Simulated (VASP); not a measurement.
# GaP (F-43m) in VASP: a series of runs

GaP is run at these levels: PBEsol; tasks: vibrations by perturbation theory.

Everything below comes from runs of VASP 6.6.1. Logs are shortened: lines on timing, memory, paths and dates and some standing lists are left out, and cuts for length are marked.

**1. The cell of the first run**

The structure is cubic, space group F-43m (No. 216). The conventional cell has a = 5.205 Å, b = 5.205 Å, c = 5.205 Å, α = 90.00°, β = 90.00°, γ = 90.00°. Within 3.0 Å of Ga (site symmetry -43m) lie 4 P at 2.25 Å. Within 3.0 Å of P (site symmetry -43m) lie 4 Ga at 2.25 Å.

**2. Vibrations by perturbation theory, PBEsol**

File INCAR:

```
SYSTEM = GaP
PREC = Accurate ; ENCUT = 520
EDIFF = 1E-8 ; ISMEAR = 0
SIGMA = 0.01 ; LREAL = .FALSE.
LASPH = .TRUE. ; NELM = 100
ALGO = Normal ; ISIF = 2
LWAVE = .FALSE. ; LCHARG = .TRUE.
GGA = PS ; NBANDS = 16
IBRION = 8 ; NSW = 1
```

File KPOINTS:

```
Automatic mesh
0
G
  8 8 8
  0 0 0
```

File POSCAR:

```
GaP
1.0
    2.6023467497      2.6023467497      0.0000000000
   -2.6023467497      2.6023467497      0.0000000000
    0.0000000000      2.6023467497      2.6023467497
Ga P
1 1
Direct
    0.0000000000      0.0000000000      0.0000000000
    0.7500000000      0.2500000000      0.5000000000
```

Potentials or basis: VASP PAW PBE potentials, release 64 (Ga_d, P).

Launch:

```console
$ cat potpaw_PBE.64/Ga_d/POTCAR potpaw_PBE.64/P/POTCAR > POTCAR
$ mpirun -np 1 vasp_std > vasp.out
```

OUTCAR:

```text
SYSTEM = GaP
   PREC = Accurate
   ENCUT = 520
   EDIFF = 1E-8
   ISMEAR = 0
   LREAL = .FALSE.
   LASPH = .TRUE.
   NELM = 100
   ISIF = 2
   GGA = PS
   IBRION = 8
   NSW = 1

 ion  position               nearest neighbor table
   1  0.000  0.000  0.000-   2 2.25   2 2.25   2 2.25   2 2.25
   2  0.750  0.250  0.500-   1 2.25   1 2.25   1 2.25   1 2.25

  LATTYP: Found a face centered cubic cell.
 ALAT       =     5.2046934994

  Lattice vectors:

 A1 = (   0.0000000000,   2.6023467497,   2.6023467497)
 A2 = (   2.6023467497,   0.0000000000,   2.6023467497)
 A3 = (   2.6023467497,   2.6023467497,   0.0000000000)

Analysis of symmetry for initial positions (statically):
=====================================================================
 Subroutine PRICEL returns:
 Original cell was already a primitive cell.

 Routine SETGRP: Setting up the symmetry group for a
 face centered cubic supercell.

 Subroutine GETGRP returns: Found 24 space group operations
 (whereof 24 operations were pure point group operations)
 out of a pool of 48 trial point group operations.

The static configuration has the point symmetry T_d .

Analysis of symmetry for dynamics (positions and initial velocities):
=====================================================================
 Subroutine PRICEL returns:
 Original cell was already a primitive cell.

 Routine SETGRP: Setting up the symmetry group for a
 face centered cubic supercell.

 Subroutine GETGRP returns: Found 24 space group operations
 (whereof 24 operations were pure point group operations)
 out of a pool of 48 trial point group operations.

The dynamic configuration has the point symmetry T_d .

 Subroutine INISYM returns: Found 24 space group operations
 (whereof 24 operations are pure point group operations),
 and found     1 'primitive' translations

----------------------------------------------------------------------------------------

                                     Primitive cell

  volume of cell :      35.2473

  direct lattice vectors                    reciprocal lattice vectors
     2.602346750  2.602346750  0.000000000     0.192134273  0.192134273 -0.192134273
    -2.602346750  2.602346750  0.000000000    -0.192134273  0.192134273 -0.192134273
     0.000000000  2.602346750  2.602346750     0.000000000  0.000000000  0.384268545

  length of vectors
     3.680274067  3.680274067  3.680274067     0.332786322  0.332786322  0.384268545

  position of ions in fractional coordinates (direct lattice)
     0.000000000  0.000000000  0.000000000
     0.750000000  0.250000000  0.500000000

  ion indices of the primitive-cell ions
   primitive index   ion index
                 1           1
                 2           2

----------------------------------------------------------------------------------------

 KPOINTS: Automatic mesh

Automatic generation of k-mesh.
 Grid dimensions read from file:
 generate k-points for:    8    8    8

 Generating k-lattice:

  Cartesian coordinates                     Fractional coordinates (reciprocal lattice)
     0.024016784  0.024016784 -0.024016784     0.125000000  0.000000000  0.000000000
    -0.024016784  0.024016784 -0.024016784     0.000000000  0.125000000  0.000000000
     0.000000000  0.000000000  0.048033568     0.000000000  0.000000000  0.125000000

  Length of vectors
     0.041598290  0.041598290  0.048033568

  Shift w.r.t. Gamma in fractional coordinates (k-lattice)
     0.000000000  0.000000000  0.000000000

 Subroutine IBZKPT returns following result:
[... 67 lines left out ...]
   IMIX   =      4    mixing-type and parameters
     AMIX     =   0.40;   BMIX     =  1.00
     AMIX_MAG =   1.60;   BMIX_MAG =  1.00
  volume/ion in A,a.u.               =      17.62       118.93
  Fermi-wavevector in a.u.,A,eV,Ry     =   1.308551  2.472802 23.297318  1.712305
  Thomas-Fermi vector in A             =   2.439210
   LORBIT       =      0    0 simple, 1 ext, 2 COOP (PROOUT), +10 PAW based schemes
   GGA     = PS    functional components
   LHFCALC =     F    Hartree Fock is set to
   AEXX    =    0.0000 exact exchange contribution
   IVDW    =     0    specifies the selected vdW correction
   LEPSILON=     F    determine dielectric tensor
   LRPA    =     F    only Hartree local field effects (RPA)
 non-spin polarized calculation
 Gauss-broadening in eV      SIGMA  =   0.01
  energy-cutoff  :      520.00
  volume of cell :       35.25
 maximum number of plane-waves:       960
   NGX = 13   NGY = 13   NGZ = 13

--------------------------------------- Ionic step        1  -------------------------------------------

 number of electron      18.0000015 magnetization

 Free energy of the ion-electron system (eV)
  ---------------------------------------------------
  ext. energy  EPLUGINS =         0.00000000
  ---------------------------------------------------
  free energy    TOTEN  =        -9.71728332 eV

  energy without entropy =       -9.71728332  energy(sigma->0) =       -9.71728332

 E-fermi :   6.2212     XC(G=0): -10.6620

 val. band max:        6.0975568949   @ k =   0.0000   0.0000   0.0000
 cond. band min:       7.2918496743   @ k =   0.5000   0.5000   0.0000
 fundamental gap:      1.1942927794
 Fermi energy:         6.2212167851

 k-point     1 :       0.0000    0.0000    0.0000
  band No.  band energies     occupation
      1      -8.7670      2.00000
      2      -8.7670      2.00000
      3      -8.7670      2.00000
      4      -8.6158      2.00000
      5      -8.6158      2.00000
      6      -7.5668      2.00000
[... 433 lines left out ...]
      3      -8.7002      2.00000
      4      -8.6260      2.00000
      5      -8.6046      2.00000
      6      -4.4842      2.00000
[... 8 lines left out ...]
     15      18.4512      0.00000
     16      19.3782      0.00000

 [... further k-points ...]
[... 5 lines left out ...]
  --------------------------------------------------------------------------------------
  -------------------------------------------------------------------------------------
  Total        3.2633335      3.2633335      3.2633335      0.0000000      0.0000000     -0.0000000
  in kB      148.3359970    148.3359970    148.3359970      0.0000000      0.0000000     -0.0000000
  external PRESSURE =     148.3359970 kB  Pullay stress =       0.0000000 kB

 VOLUME and BASIS-vectors are now :
 -----------------------------------------------------------------------------
  energy-cutoff  :      520.00
  volume of cell :       35.25
      direct lattice vectors                 reciprocal lattice vectors
     2.602346750  2.602346750  0.000000000     0.192134273  0.192134273 -0.192134273
    -2.602346750  2.602346750  0.000000000    -0.192134273  0.192134273 -0.192134273
     0.000000000  2.602346750  2.602346750     0.000000000  0.000000000  0.384268545

 POSITION                                       TOTAL-FORCE (eV/Angst)
 -----------------------------------------------------------------------------------
      0.00000      0.00000      0.00000        -0.000000      0.000000      0.000000
      1.30117      3.90352      1.30117         0.000000     -0.000000      0.000000
 -----------------------------------------------------------------------------------
    total drift:                               -0.000001      0.000000     -0.000000

  FREE ENERGIE OF THE ION-ELECTRON SYSTEM (eV)
  ---------------------------------------------------
  free  energy   TOTEN  =        -9.7172833199 eV

  energy  without entropy=       -9.7172833199  energy(sigma->0) =       -9.71728332

[... ionic steps 2 to 3 ...]

--------------------------------------- Ionic step        4  -------------------------------------------

------------------------ aborting loop because EDIFF is reached ----------------------------------------

[... ionic steps 5 to 6 ...]

--------------------------------------- Ionic step        7  -------------------------------------------

 Free energy of the ion-electron system (eV)
  ---------------------------------------------------
  ---------------------------------------------------
  free energy    TOTEN  =        -0.04774469 eV

  energy without entropy =       -0.04774469

------------------------ aborting loop because EDIFF is reached ----------------------------------------

 INTERNAL STRAIN TENSOR  FOR ION    2  DIRECTION 1   (eV/Angst):
 -----------------------------------------------------------------------------
     0.02192  0.00000  0.00000
     0.00000 -0.01276 13.43850
     0.00000 13.43850 -0.01276

 INTERNAL STRAIN TENSOR FOR ION    2 for displacements in x,y,z  (eV/Angst):
          X           Y           Z          XY          YZ          ZX
  --------------------------------------------------------------------------------
  x     0.00000     0.00000     0.00000     0.00000    13.43850     0.00000
  y     0.00000    -0.00000     0.00000     0.00000     0.00000    13.43850
  z     0.00000     0.00000     0.00000    13.43850     0.00000     0.00000

 SECOND DERIVATIVES (NOT SYMMETRIZED)
 ------------------------------------
               1X          1Y          1Z          2X          2Y          2Z
  1X   -13.709307    0.000000    0.000000   13.709307    0.000000    0.000000
  1Y     0.000000  -13.709307    0.000000    0.000000   13.709307    0.000000
  1Z     0.000000    0.000000  -13.709307    0.000000    0.000000   13.709307
  2X    13.682338    0.000000    0.000000  -13.682338    0.000000    0.000000
  2Y     0.000000   13.682338    0.000000    0.000000  -13.682338    0.000000
  2Z     0.000000    0.000000   13.682338    0.000000    0.000000  -13.682338

 Eigenvectors and eigenvalues of the dynamical matrix
 ----------------------------------------------------

   1 f  =   12.490624 THz    78.480904 2PiTHz  416.642365 cm-1    51.657046 meV
             X         Y         Z           dx          dy          dz
      0.000000  0.000000  0.000000    -0.554992    0.000000    0.000000
      1.301173  3.903520  1.301173     0.831856    0.000000    0.000000
[... 21 lines left out ...]
   6 f/i=    0.005678 THz     0.035673 2PiTHz    0.189384 cm-1     0.023481 meV
             X         Y         Z           dx          dy          dz
      0.000000  0.000000  0.000000    -0.831856    0.000000    0.000000
      1.301173  3.903520  1.301173    -0.554992    0.000000    0.000000

--------------------------------------------------------------------------------------------------------

 ELASTIC MODULI CONTR FROM IONIC RELAXATION (kBar)
 Direction    XX          YY          ZZ          XY          YZ          ZX
 --------------------------------------------------------------------------------
 XX          -0.0000     -0.0000      0.0000     -0.0000      0.0000     -0.0000
 YY          -0.0000     -0.0000      0.0000     -0.0000      0.0000      0.0000
 ZZ           0.0000      0.0000     -0.0000     -0.0000     -0.0000     -0.0000
 XY          -0.0000     -0.0000     -0.0000   -596.2843      0.0000      0.0000
 YZ           0.0000      0.0000     -0.0000      0.0000   -596.2843      0.0000
 ZX          -0.0000      0.0000     -0.0000      0.0000      0.0000   -596.2843
 --------------------------------------------------------------------------------
```

It took 6.5 min on 1 thread of AMD EPYC 7R13, shared host; peak memory 0.24 GiB.

Results:

- Highest phonon frequency at Γ, LO-TO splitting left out: 417 cm⁻¹

Phonon frequencies in cm⁻¹ (negative: imaginary):
```csv
q point,frequencies
"(0.000, 0.000, 0.000)",0 0 0 417 417 417
```

Caveat: the cell wasn't relaxed at this level first, which shifts response properties; the PAW data sets were made with another functional, which shifts forces and pressure a little.

**3. Vibrations by perturbation theory, PBEsol**

This run uses another cell than the first one, of 18.28 Å³/atom, 1.037 times its volume.

File INCAR:

```
ALGO     = Normal         # electronic algorithm
EDIFF    = 1E-8           # SCF threshold, eV
ENCUT    = 520            # plane-wave cutoff, eV
GGA      = PS             # functional
IBRION   = 8              # ionic algorithm
ISIF     = 2              # what is computed and relaxed
ISMEAR   = 0              # smearing method
LASPH    = True           # aspherical terms in the spheres
LCHARG   = True           # write CHGCAR
LREAL    = False          # projectors in reciprocal space
LWAVE    = False          # write WAVECAR
NELM     = 80             # most SCF steps
NSW      = 1              # ionic steps
PREC     = Accurate       # precision mode
SIGMA    = 0.01           # smearing width, eV
```

File KPOINTS:

```
k-points
0
Gamma
  8 8 8
```

File POSCAR:

```
GaP
1.0
    2.6343544138      2.6343544138      0.0000000000
   -2.6343544138      2.6343544138      0.0000000000
    0.0000000000      2.6343544138      2.6343544138
Ga P
1 1
Direct
    0.0000000000      0.0000000000      0.0000000000
    0.7500000000      0.2500000000      0.5000000000
```

Potentials or basis: VASP PAW PBE potentials, release 64 (Ga_d, P).

Launch:

```console
$ cat potpaw_PBE.64/Ga_d/POTCAR potpaw_PBE.64/P/POTCAR > POTCAR
$ mpirun -np 1 vasp_std > vasp.out
```

OUTCAR:

```text
EDIFF = 1E-8
   ENCUT = 520
   GGA = PS
   IBRION = 8
   ISIF = 2
   ISMEAR = 0
   LASPH = True
   LREAL = False
   NELM = 80
   NSW = 1
   PREC = Accurate

 ion  position               nearest neighbor table
   1  0.000  0.000  0.000-   2 2.28   2 2.28   2 2.28   2 2.28
   2  0.750  0.250  0.500-   1 2.28   1 2.28   1 2.28   1 2.28

  LATTYP: Found a face centered cubic cell.
 ALAT       =     5.2687088276

  Lattice vectors:

 A1 = (   0.0000000000,   2.6343544138,   2.6343544138)
 A2 = (   2.6343544138,   0.0000000000,   2.6343544138)
 A3 = (   2.6343544138,   2.6343544138,   0.0000000000)

Analysis of symmetry for initial positions (statically):
=====================================================================
 Subroutine PRICEL returns:
 Original cell was already a primitive cell.

 Routine SETGRP: Setting up the symmetry group for a
 face centered cubic supercell.

 Subroutine GETGRP returns: Found 24 space group operations
 (whereof 24 operations were pure point group operations)
 out of a pool of 48 trial point group operations.

The static configuration has the point symmetry T_d .

Analysis of symmetry for dynamics (positions and initial velocities):
=====================================================================
 Subroutine PRICEL returns:
 Original cell was already a primitive cell.

 Routine SETGRP: Setting up the symmetry group for a
 face centered cubic supercell.

 Subroutine GETGRP returns: Found 24 space group operations
 (whereof 24 operations were pure point group operations)
[... 568 lines left out ...]
 -----------------------------------------------------------------------------------
    total drift:                               -0.000001      0.000000     -0.000000

  FREE ENERGIE OF THE ION-ELECTRON SYSTEM (eV)
  ---------------------------------------------------
  free  energy   TOTEN  =        -9.8182880076 eV

  energy  without entropy=       -9.8182880076  energy(sigma->0) =       -9.81828801

[... ionic steps 2 to 3 ...]

--------------------------------------- Ionic step        4  -------------------------------------------

------------------------ aborting loop because EDIFF is reached ----------------------------------------

[... ionic steps 5 to 6 ...]

--------------------------------------- Ionic step        7  -------------------------------------------

 Free energy of the ion-electron system (eV)
  ---------------------------------------------------
  ---------------------------------------------------
  free energy    TOTEN  =        -0.04764517 eV

  energy without entropy =       -0.04764517

------------------------ aborting loop because EDIFF is reached ----------------------------------------

 INTERNAL STRAIN TENSOR  FOR ION    2  DIRECTION 1   (eV/Angst):
 -----------------------------------------------------------------------------
     0.01965  0.00000  0.00000
     0.00000 -0.01202 11.54159
     0.00000 11.54159 -0.01202

 INTERNAL STRAIN TENSOR FOR ION    2 for displacements in x,y,z  (eV/Angst):
          X           Y           Z          XY          YZ          ZX
  --------------------------------------------------------------------------------
  x     0.00000     0.00000     0.00000     0.00000    11.54159     0.00000
  y     0.00000    -0.00000     0.00000     0.00000     0.00000    11.54159
  z     0.00000     0.00000     0.00000    11.54159     0.00000     0.00000

 SECOND DERIVATIVES (NOT SYMMETRIZED)
 ------------------------------------
               1X          1Y          1Z          2X          2Y          2Z
  1X   -12.527356    0.000000    0.000000   12.527356    0.000000    0.000000
  1Y     0.000000  -12.527356    0.000000    0.000000   12.527356    0.000000
  1Z     0.000000    0.000000  -12.527356    0.000000    0.000000   12.527356
  2X    12.544876   -0.000000    0.000000  -12.544876    0.000000   -0.000000
  2Y     0.000000   12.544876   -0.000000   -0.000000  -12.544876    0.000000
  2Z     0.000000   -0.000000   12.544876   -0.000000    0.000000  -12.544876

 Eigenvectors and eigenvalues of the dynamical matrix
 ----------------------------------------------------

   1 f  =   11.953972 THz    75.109018 2PiTHz  398.741569 cm-1    49.437632 meV
             X         Y         Z           dx          dy          dz
      0.000000  0.000000  0.000000    -0.437105    0.340937   -0.000000
      1.317177  3.951532  1.317177     0.656264   -0.511878   -0.000000
[... 21 lines left out ...]
   6 f/i=    0.003854 THz     0.024216 2PiTHz    0.128558 cm-1     0.015939 meV
             X         Y         Z           dx          dy          dz
      0.000000  0.000000  0.000000     0.832286    0.001089   -0.000358
      1.317177  3.951532  1.317177     0.554345    0.000725   -0.000239

--------------------------------------------------------------------------------------------------------

 ELASTIC MODULI CONTR FROM IONIC RELAXATION (kBar)
 Direction    XX          YY          ZZ          XY          YZ          ZX
 --------------------------------------------------------------------------------
 XX          -0.0000      0.0000     -0.0000     -0.0000      0.0000     -0.0000
 YY           0.0000     -0.0000      0.0000     -0.0000     -0.0000      0.0000
 ZZ          -0.0000      0.0000     -0.0000     -0.0000     -0.0000     -0.0000
 XY          -0.0000     -0.0000     -0.0000   -462.6163      0.0000     -0.0000
 YZ           0.0000     -0.0000     -0.0000      0.0000   -462.6163      0.0000
 ZX          -0.0000      0.0000     -0.0000     -0.0000      0.0000   -462.6163
 --------------------------------------------------------------------------------
```

Wall time 5.7 min (1 thread of AMD EPYC 7R13, shared host); peak memory 0.23 GiB.

Results:

| Property | Result |
| --- | --- |
| Highest phonon frequency at Γ, LO-TO splitting left out | 399 cm⁻¹ |

Phonon frequencies in cm⁻¹ (negative: imaginary):
```
              q point        frequencies
(0.000, 0.000, 0.000)  0 0 0 399 399 399
```

Caveat: the cell wasn't relaxed at this level first, which shifts response properties; the PAW data sets were made with another functional, which shifts forces and pressure a little.

[end of part 1 of 3]
